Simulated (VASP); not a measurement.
The system is SnSe2.

```
Sn Se
1.0
     3.81100    0.00000    0.00000
    -1.90550    3.30042    0.00000
     0.00000    0.00000    6.13600
Sn Se
1 2
Direct
  0.00000 0.00000 0.00000
  0.66667 0.33333 0.75100
  0.33333 0.66667 0.24900
```

Base run:

```yaml
Program: VASP 6.6.1
Functional: PBE-based screened hybrid with 25 % exact exchange
Potentials_or_basis: VASP PAW PBE potentials, release 64 (Sn_d, Se)
Cutoff: 400 eV
k_mesh: 5 × 5 × 3
Occupations: fermi-dirac, width 0.05 eV
Spin: no spin polarisation
```

Its results: band gap on the k mesh 1.53 eV (least direct gap 1.92 eV); pressure 2.7 GPa; largest force 0.289 eV/Å.

Question: The run is repeated on the same cell with these changes: functional from PBE-based screened hybrid with 25 % exact exchange to PBE-based screened hybrid with 15 % exact exchange; share of exact exchange from 0.25 to 0.15. What comes out?

Answer: Band gap on the k mesh 1.22 eV (least direct gap 1.57 eV); pressure 3.9 GPa; largest force 0.476 eV/Å.

Caveats: the PAW data sets were made with another functional, which shifts forces and pressure a little; spin-orbit coupling is left out, which moves the levels of the heavy elements; an odd mesh through Γ misses points on the zone boundary, where band edges can lie; the cell stands under pressure (at least some runs).
